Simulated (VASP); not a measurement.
# Al16CN14 (a cell with a defect) in VASP: a series of runs

The runs below take Al16CN14 (a cell with a defect) through single point, with PBE, HSE06.

All numbers are computed with VASP 6.6.1; they aren't measurements. Logs are shortened: lines on timing, memory, paths and dates and some standing lists are left out, and cuts for length are marked.

### 1 The cell of the first run

The cell holds a defect, 31 atoms: a = 6.260 Å, b = 6.260 Å, c = 10.035 Å, α = 90.00°, β = 90.00°, γ = 120.00°.

### 2 Single point, PBE

INCAR reads:

```
SYSTEM = Al16CN14
  PREC = Accurate
  ENCUT = 520
  EDIFF = 1E-6
  ISMEAR = 0
  SIGMA = 0.01
  LREAL = Auto
  LASPH = .True.
  NELM = 120
  ALGO = Normal
  ISIF = 2
  LWAVE = .False.
  LCHARG = .False.
  GGA = PE
  NBANDS = 82
  GGA_COMPAT = .False.
  ISYM = -1
```

KPOINTS reads:

```
explicit points
1
Reciprocal
  0.25000000   0.25000000   0.25000000 1
```

POSCAR reads:

```
Al16CN14
1.0
    6.2595139086      0.0000000608      0.0000000000
   -3.1297570086      5.4208980308      0.0000000000
    0.0000000000      0.0000000000     10.0348065900
Al N C
16 14 1
Direct
    0.3335617487      0.1676197378      0.2514156910
    0.1669911613      0.3315905387      0.4987585623
    0.3347641525      0.1662151863      0.7503562219
    0.1643068462      0.3327866476      1.0003483692
    0.3333470765      0.6664567847      0.2526374125
    0.1682736661      0.8333221266      0.5013192158
    0.3349603544      0.6660885730      0.7498655984
    0.1679222633      0.8337412906      0.9971144071
    0.8282162552      0.1664112177      0.2533313178
    0.6707664894      0.3356708852      0.5006789703
    0.8346997110      0.1664052939      0.7496192776
    0.6660554068      0.3317041196      0.9990347597
    0.8111483149      0.6551870803      0.2521908245
    0.6705057111      0.8343896258      0.5005622873
    0.8359283098      0.6665557440      0.7464455514
    0.6673215525      0.8353029023      0.9975581353
    0.3347879577      0.1665448696      0.4384413690
    0.1627354422      0.3309972239      0.1902034249
    0.3304028743      0.1675261794      0.9425293490
    0.1699845008      0.3319035898      0.6901218933
    0.3344441505      0.6692112964      0.4398298054
    0.3320505225      0.6670487820      0.9413494466
    0.1730876389      0.8338104122      0.6937804137
    0.8321867402      0.1673140022      0.4410307136
    0.6600978712      0.3280621894      0.1870110265
    0.8331868638      0.1687375035      0.9395898646
    0.6673878608      0.3295364476      0.6933923603
    0.6637092464      0.8352467435      0.1858009004
    0.8332102422      0.6673285380      0.9422086757
    0.6681942763      0.8323415500      0.6932854933
    0.8381701780      0.6701728322      0.4388473279
```

Potentials or basis: VASP PAW PBE potentials, release 64 (Al, N, C).

Run with:

```console
$ cat potpaw_PBE.64/Al/POTCAR potpaw_PBE.64/N/POTCAR potpaw_PBE.64/C/POTCAR > POTCAR
$ mpirun -np 1 vasp_std > vasp.out
```

OUTCAR:

```text
SYSTEM = Al16CN14
   PREC = Accurate
   ENCUT = 520
   EDIFF = 1E-6
   ISMEAR = 0
   LREAL = Auto
   LASPH = .True.
   NELM = 120
   ISIF = 2
   GGA = PE
   ISYM = -1

 ion  position               nearest neighbor table
   1  0.334  0.168  0.251-  17 1.88  25 1.88  18 1.91  13 3.02   2 3.06   6 3.09  10 3.10   9 3.10
                             4 3.10  12 3.11   5 3.12   8 3.13   5 3.14   9 3.16  13 3.24
   2  0.167  0.332  0.499-  17 1.90  24 1.91  20 1.92  21 1.92   1 3.06   5 3.07   9 3.07  11 3.10
                             3 3.10   7 3.10  14 3.11  10 3.12   6 3.12   6 3.14  10 3.14  14 3.15
   3  0.335  0.166  0.750-  23 1.89  20 1.89  27 1.89  19 1.93   8 3.06  12 3.07   6 3.08  10 3.10
                             4 3.10   2 3.10  15 3.13   7 3.13  11 3.13  11 3.13   7 3.13  15 3.13
   4  0.164  0.333  0.000-  19 1.89  26 1.90  18 1.91  22 1.91  11 3.09   7 3.10   3 3.10   1 3.10
                             5 3.11  16 3.11  12 3.12   8 3.12   9 3.12   8 3.14  12 3.14  16 3.15
   5  0.333  0.666  0.253-  21 1.88  28 1.91  18 1.92  13 3.03   2 3.07   6 3.08  14 3.09   4 3.11
                             9 3.11   1 3.12   8 3.13  16 3.14   1 3.14   9 3.15  13 3.23
   6  0.168  0.833  0.501-  21 1.89  31 1.90  17 1.91  23 1.93  15 3.05   5 3.08   7 3.08   3 3.08
                             1 3.09  10 3.11  14 3.12   2 3.12   2 3.14  14 3.14  10 3.14  13 3.16
   7  0.335  0.666  0.750-  23 1.87  30 1.89  20 1.91  22 1.92  16 3.07   8 3.07   6 3.08  14 3.09
                             4 3.10   2 3.10  15 3.13   3 3.13  11 3.13  11 3.13   3 3.13  15 3.13
   8  0.168  0.834  0.997-  22 1.88  19 1.89  29 1.90   3 3.06   7 3.07  15 3.09  12 3.12  16 3.12
                             4 3.12   1 3.13   5 3.13   4 3.14  16 3.14  12 3.14  13 3.21
   9  0.828  0.166  0.253-  24 1.88  25 1.91  28 1.92  18 1.92  10 3.05  14 3.07   2 3.07   1 3.10
                            12 3.11   5 3.11  13 3.11   4 3.12  16 3.13   5 3.15  13 3.15   1 3.16
  10  0.671  0.336  0.501-  24 1.89  31 1.92  17 1.93  27 1.93  13 3.04   9 3.05  15 3.05  11 3.08
                             3 3.10   1 3.10   6 3.11   2 3.12  14 3.12  14 3.14   2 3.14   6 3.14
  11  0.835  0.166  0.750-  27 1.88  30 1.90  26 1.91  20 1.91  16 3.07  14 3.08  10 3.08   4 3.09
                            12 3.09   2 3.10  15 3.13   3 3.13   7 3.13   7 3.13   3 3.13  15 3.13
  12  0.666  0.332  0.999-  26 1.89  25 1.89  19 1.91  29 1.91   3 3.07  13 3.09  11 3.09   9 3.11
                             1 3.11  16 3.11   4 3.12   8 3.12  15 3.12   8 3.14   4 3.14  16 3.15
  13  0.811  0.655  0.252-  31 1.88  25 1.89  28 1.90   1 3.02   5 3.03  10 3.04  14 3.04  12 3.09
                            16 3.10   9 3.11   9 3.15   6 3.16   8 3.21   5 3.23   1 3.24
  14  0.671  0.834  0.501-  24 1.90  31 1.90  21 1.92  30 1.93  13 3.04  15 3.06   9 3.07  11 3.08
                             5 3.09   7 3.09   2 3.11   6 3.12  10 3.12  10 3.14   6 3.14   2 3.15
  15  0.836  0.667  0.746-  30 1.89  23 1.90  27 1.90  29 1.96   6 3.05  10 3.05  14 3.06   8 3.09
                            16 3.11  12 3.12   3 3.13   7 3.13  11 3.13  11 3.13   7 3.13   3 3.13
  16  0.667  0.835  0.998-  28 1.89  29 1.89  26 1.90  22 1.90  11 3.07   7 3.07  13 3.10  12 3.11
                             4 3.11  15 3.11   8 3.12   9 3.13   5 3.14   8 3.14   4 3.15  12 3.15
  17  0.335  0.167  0.438-   1 1.88   2 1.90   6 1.91  10 1.93
  18  0.163  0.331  0.190-   4 1.91   1 1.91   9 1.92   5 1.92
  19  0.330  0.168  0.943-   4 1.89   8 1.89  12 1.91   3 1.93
  20  0.170  0.332  0.690-   3 1.89   7 1.91  11 1.91   2 1.92
  21  0.334  0.669  0.440-   5 1.88   6 1.89  14 1.92   2 1.92
  22  0.332  0.667  0.941-   8 1.88  16 1.90   4 1.91   7 1.92
  23  0.173  0.834  0.694-   7 1.87   3 1.89  15 1.90   6 1.93
  24  0.832  0.167  0.441-   9 1.88  10 1.89  14 1.90   2 1.91
  25  0.660  0.328  0.187-   1 1.88  12 1.89  13 1.89   9 1.91
  26  0.833  0.169  0.940-  12 1.89   4 1.90  16 1.90  11 1.91
  27  0.667  0.330  0.693-  11 1.88   3 1.89  15 1.90  10 1.93
  28  0.664  0.835  0.186-  16 1.89  13 1.90   5 1.91   9 1.92
  29  0.833  0.667  0.942-  16 1.89   8 1.90  12 1.91  15 1.96
  30  0.668  0.832  0.693-  15 1.89   7 1.89  11 1.90  14 1.93
  31  0.838  0.670  0.439-  13 1.88   6 1.90  14 1.90  10 1.92

IMPORTANT INFORMATION: All symmetrisations will be switched off!
NOSYMM: (Re-)initialisation of all symmetry stuff for point group C_1.

----------------------------------------------------------------------------------------

                                     Primitive cell

  volume of cell :     340.5029

  direct lattice vectors                    reciprocal lattice vectors
     6.259513909  0.000000061  0.000000000     0.159756813  0.092235641  0.000000000
    -3.129757009  5.420898031  0.000000000    -0.000000002  0.184471279  0.000000000
     0.000000000  0.000000000 10.034806590     0.000000000  0.000000000  0.099653141

  length of vectors
     6.259513909  6.259513910 10.034806590     0.184471279  0.184471279  0.099653141

  position of ions in fractional coordinates (direct lattice)
     0.333561749  0.167619738  0.251415691
     0.166991161  0.331590539  0.498758562
     0.334764153  0.166215186  0.750356222
     0.164306846  0.332786648  0.000348369
     0.333347076  0.666456785  0.252637413
     0.168273666  0.833322127  0.501319216
[... 23 lines left out ...]
     0.668194276  0.832341550  0.693285493
     0.838170178  0.670172832  0.438847328

  ion indices of the primitive-cell ions
   primitive index   ion index
                 1           1
                 2           2
                 3           3
                 4           4
                 5           5
                 6           6
[... 23 lines left out ...]
                30          30
                31          31

----------------------------------------------------------------------------------------

 KPOINTS: explicit points

Read explicit list of k-points.

 Found      1 k-points:

 Following reciprocal coordinates:
            Coordinates               Weight
  0.250000  0.250000  0.250000      1.000000
   k-points           NKPTS =      1   k-points in BZ     NKDIM =      1   number of bands    NBANDS=     82
   number of dos      NEDOS =    301   number of ions     NIONS =     31
   total plane-waves  NPLWV = 184320
   dimension x,y,z NGX =    48 NGY =   48 NGZ =   80
   dimension x,y,z NGXF=    96 NGYF=   96 NGZF=  160
   ions per type =              16  14   1
   NGX,Y,Z   is equivalent  to a cutoff of  12.75, 12.75, 13.25 a.u.
   NGXF,Y,Z  is equivalent  to a cutoff of  25.50, 25.50, 26.51 a.u.
 SYSTEM =  Al16CN14
   PREC   = accura    normal or accurate (medium, high low for compatibility)
   ISTART =      0    job   : 0-new  1-cont  2-samecut
   ICHARG =      2    charge: 1-file 2-atom 10-const
   ISPIN  =      1    spin polarized calculation?
   LNONCOLLINEAR =      F non collinear calculations
   LSORBIT =      F    spin-orbit coupling
   LASPH  =      T    aspherical Exc in radial PAW
   ENCUT  =  520.0 eV  38.22 Ry    6.18 a.u.  11.64 11.64 18.66*2*pi/ulx,y,z
   NELM   =    120;   NELMIN=  2; NELMDL= -5     # of ELM steps
   EDIFF  = 0.1E-05   stopping-criterion for ELM
   LREAL  =      T    real-space projection
   EDIFFG = 0.1E-04   stopping-criterion for IOM
   NSW    =      0    number of steps for IOM
   IBRION =     -1    ionic relax: 0-MD 1-quasi-New 2-CG
   NFREE  =      0    steps in history (QN), initial steepest desc. (CG)
   ISIF   =      2    stress and relaxation
   ISYM   =     -1    0-nonsym 1-usesym 2-fastsym
   POTIM  = 0.5000    time-step for ionic-motion
   TEBEG  =    0.0;   TEEND  =   0.0 temperature during run
   PSTRESS=    0.0 pullay stress
   NELECT =     122.0000    total number of electrons
   NUPDOWN=      -1.0000    fix difference up-down
   EMIN   =  10.00;   EMAX   =-10.00  energy-range for DOS
   EFERMI =   0.00;   METHOD = LEGACY
   ISMEAR =     0;   SIGMA  =   0.01  broadening in eV -4-tet -1-fermi 0-gaus
   EFERMI_NEDOS =   21; number of points for ismear=-14 and -15
   IALGO  =     38    algorithm
   IMIX   =      4    mixing-type and parameters
     AMIX     =   0.40;   BMIX     =  1.00
     AMIX_MAG =   1.60;   BMIX_MAG =  1.00
  volume/ion in A,a.u.               =      10.98        74.12
  Fermi-wavevector in a.u.,A,eV,Ry     =   1.162754  2.197286 18.395032  1.351997
  Thomas-Fermi vector in A             =   2.299311
   LORBIT       =      0    0 simple, 1 ext, 2 COOP (PROOUT), +10 PAW based schemes
   GGA     = PE    functional components
   LHFCALC =     F    Hartree Fock is set to
   AEXX    =    0.0000 exact exchange contribution
   IVDW    =     0    specifies the selected vdW correction
   LEPSILON=     F    determine dielectric tensor
   LRPA    =     F    only Hartree local field effects (RPA)
 non-spin polarized calculation
 Gauss-broadening in eV      SIGMA  =   0.01
  energy-cutoff  :      520.00
  volume of cell :      340.50
 maximum number of plane-waves:      9148
 NGX is ok and might be reduce to    48
   NGX = 23   NGY = 23   NGZ = 37

 number of electron     121.9999999 magnetization

 Free energy of the ion-electron system (eV)
  ---------------------------------------------------
  ext. energy  EPLUGINS =         0.00000000
  ---------------------------------------------------
  free energy    TOTEN  =      -225.47668194 eV

  energy without entropy =     -225.47668194  energy(sigma->0) =     -225.47668194

 E-fermi :   6.5339     XC(G=0): -10.7469

 val. band max:        6.4426815346   @ k =   0.2500   0.2500   0.2500
 cond. band min:       9.2139457874   @ k =   0.2500   0.2500   0.2500
 fundamental gap:      2.7712642527
 Fermi energy:         6.5339148671

 k-point     1 :       0.2500    0.2500    0.2500
  band No.  band energies     occupation
      1      -8.7079      2.00000
      2      -8.2377      2.00000
      3      -8.1754      2.00000
      4      -8.0093      2.00000
      5      -7.7640      2.00000
      6      -7.6664      2.00000
[... 65 lines left out ...]
     72      12.6744      0.00000
     73      12.7439      0.00000
 [bands above 73 left out]

------------------------ aborting loop because EDIFF is reached ----------------------------------------

  FORCE on cell =-STRESS in cart. coord.  units (eV):
  Direction    XX          YY          ZZ          XY          YZ          ZX
  --------------------------------------------------------------------------------------
  -------------------------------------------------------------------------------------
  Total        5.1998405     -2.7166798      5.3954339     -5.3882996      0.4629058      0.8633609
  in kB       24.4669454    -12.7828641     25.3872758    -25.3537069      2.1781229      4.0623945
  external PRESSURE =      12.3571190 kB  Pullay stress =       0.0000000 kB

 VOLUME and BASIS-vectors are now :
 -----------------------------------------------------------------------------
  energy-cutoff  :      520.00
  volume of cell :      340.50
      direct lattice vectors                 reciprocal lattice vectors
     6.259513909  0.000000061  0.000000000     0.159756813  0.092235641  0.000000000
    -3.129757009  5.420898031  0.000000000    -0.000000002  0.184471279  0.000000000
     0.000000000  0.000000000 10.034806590     0.000000000  0.000000000  0.099653141

 POSITION                                       TOTAL-FORCE (eV/Angst)
 -----------------------------------------------------------------------------------
      1.56333      0.90865      2.52291         0.003241     -0.010900     -0.001539
      0.00749      1.79752      5.00495         0.006570      0.007536      0.002529
      1.57525      0.90104      7.52968        -0.005275     -0.005778      0.009788
     -0.01306      1.80400      0.00350        -0.001086      0.002312      0.004855
      0.00074      3.61279      2.53517         0.002096     -0.001192      0.001507
     -1.55478      4.51735      5.03064         0.007873      0.010376     -0.005170
[... 23 lines left out ...]
      1.57754      4.51204      6.95699        -0.002399      0.002152      0.002682
      3.14906      3.63294      4.40375         0.003489     -0.008584     -0.005593
 -----------------------------------------------------------------------------------
    total drift:                                0.004145     -0.002991      0.011380

  FREE ENERGIE OF THE ION-ELECTRON SYSTEM (eV)
  ---------------------------------------------------
  free  energy   TOTEN  =      -225.4766819384 eV

  energy  without entropy=     -225.4766819384  energy(sigma->0) =     -225.47668194
```

It took 2.4 min on 1 thread of Intel Xeon 8259CL, shared host; peak memory 0.39 GiB.

Results:

```
Free energy            : -225.4767 eV
Pressure               : 1.2 GPa
Largest force          : 0.030 eV/Å
Band gap on the k mesh : 2.77 eV
```

Forces in eV/Å, atoms in the order of the input:
```
Al   0.003 -0.011 -0.002
Al   0.007  0.008  0.003
Al  -0.005 -0.006  0.010
Al  -0.001  0.002  0.005
Al   0.002 -0.001  0.002
Al   0.008  0.010 -0.005
Al  -0.002 -0.002  0.001
Al   0.003  0.005  0.000
Al  -0.001  0.005  0.009
Al  -0.005 -0.005  0.006
Al   0.005 -0.001 -0.002
Al  -0.005 -0.005  0.010
Al  -0.023 -0.013  0.014
Al  -0.005  0.010  0.007
Al   0.001 -0.004  0.004
Al  -0.004  0.006  0.005
N    0.000 -0.001  0.012
N   -0.014  0.002 -0.016
N    0.007  0.009 -0.012
N   -0.004 -0.003  0.003
N   -0.006  0.000  0.002
N    0.004 -0.009  0.001
N    0.002  0.003 -0.003
N   -0.004 -0.010 -0.003
N    0.013  0.014 -0.016
N    0.001  0.000  0.003
N    0.001  0.005 -0.007
N    0.019  0.001 -0.016
N    0.001 -0.002 -0.012
N   -0.002  0.002  0.003
C    0.003 -0.009 -0.006
```

Stress tensor (GPa, compression positive):
```
 2.45 -2.54  0.41
-2.54 -1.28  0.22
 0.41  0.22  2.54
```

### 3 Single point, PBE

INCAR reads:

```
SYSTEM = Al16CN14
ALGO = Normal ; EDIFF = 1E-6
ENCUT = 520 ; GGA = PE
GGA_COMPAT = .False. ; ISIF = 2
ISMEAR = 0 ; ISYM = -1
LASPH = .True. ; LCHARG = .False.
LREAL = Auto ; LWAVE = .False.
NBANDS = 82 ; NELECT = 120.0
NELM = 120 ; PREC = Accurate
SIGMA = 0.01
```

KPOINTS is that of step 2.

POSCAR reads:

```
Al16CN14
1.0
    6.2595139086      0.0000000608      0.0000000000
   -3.1297570086      5.4208980308      0.0000000000
    0.0000000000      0.0000000000     10.0348065900
Al N C
16 14 1
Direct
    0.3471611704      0.2041227981      0.2632863660
    0.1642061474      0.3326615165      0.5031648137
    0.3423676092      0.1817981444      0.7470020331
    0.1609667339      0.3322250678      0.9979736400
    0.3446969549      0.6458723442      0.2658316878
    0.1763382235      0.8400713865      0.5083620281
    0.3411475333      0.6621992982      0.7462474562
    0.1637422768      0.8332928146      0.9343810081
    0.8245724907      0.1640782038      0.2540685374
    0.6804505885      0.3394820676      0.5012606165
    0.8348553327      0.1680481218      0.7512303720
    0.6623646355      0.3296744500      0.9958217440
    0.7862114274      0.6438049295      0.2532624198
    0.6794913070      0.8451048877      0.5012590353
    0.8234083709      0.6625370664      0.7437713907
    0.6618302685      0.8352160618      0.9959996979
    0.3404067735      0.1725210640      0.4432488583
    0.1589122809      0.3301799346      0.1907494136
    0.3303667573      0.1725029278      0.9401739971
    0.1674632511      0.3323908796      0.6896827976
    0.3387314495      0.6735127069      0.4458764932
    0.3301537416      0.6634586867      0.9392072718
    0.1722435826      0.8359108683      0.7058722316
    0.8366559395      0.1718455764      0.4393576703
    0.6536826156      0.3220956481      0.1854018860
    0.8299469369      0.1675645702      0.9405481721
    0.6708598844      0.3322247628      0.6905873479
    0.6527558679      0.8324209726      0.1863459405
    0.8240598698      0.6647339821      0.9411268559
    0.6703757270      0.8367607643      0.6899630152
    0.8505700469      0.6795245056      0.4358728925
```

Potentials or basis: VASP PAW PBE potentials, release 64 (Al, N, C).

Run with:

```console
$ cat potpaw_PBE.64/Al/POTCAR potpaw_PBE.64/N/POTCAR potpaw_PBE.64/C/POTCAR > POTCAR
$ mpirun -np 1 vasp_std > vasp.out
```

It took 2.9 min on 1 thread of Intel Xeon 8259CL, shared host; peak memory 0.39 GiB.

The run converged. Its results:

```
Free energy   : -239.2260 eV
Largest force : 0.018 eV/Å
```

Forces in eV/Å, atoms in the order of the input:
```
Al  -0.005  0.007  0.001
Al  -0.001  0.000 -0.002
Al  -0.003 -0.004 -0.001
Al  -0.001  0.001  0.003
Al   0.003 -0.006  0.001
Al   0.006  0.004  0.001
Al  -0.002 -0.001 -0.005
Al   0.000  0.000 -0.001
Al  -0.003  0.000 -0.005
Al   0.000 -0.010  0.003
Al   0.003  0.001  0.000
Al  -0.001 -0.003  0.008
Al  -0.010 -0.009 -0.003
Al  -0.007  0.003 -0.001
Al  -0.001  0.001  0.007
Al  -0.004 -0.002  0.007
N    0.004 -0.001  0.012
N   -0.008 -0.005 -0.012
N    0.002  0.004 -0.001
N   -0.001 -0.001  0.002
N    0.002  0.003  0.012
N    0.005 -0.002 -0.001
N    0.000  0.000 -0.013
N    0.002  0.001  0.004
N    0.009 -0.003 -0.008
N   -0.001  0.000 -0.004
N    0.001  0.002 -0.003
N    0.002  0.009 -0.007
N   -0.001 -0.002  0.000
N    0.001 -0.001 -0.002
C    0.011  0.012  0.008
```

Levels at points of the mesh, in eV from the Fermi level:
| k point | band 58 | band 59 | band 60 | band 61 | band 62 | band 63 |
| --- | --- | --- | --- | --- | --- | --- |
| (0.25, 0.25, 0.25) | -0.71 | -0.54 | -0.06 | 1.16 | 3.40 | 3.93 |

Caveat: the cell carries a net charge on a neutralising background, which shifts energy and pressure; the cell is charged against a uniform background, so pressure and absolute levels hang on convention.

(Part 1 of 2 ends here.)
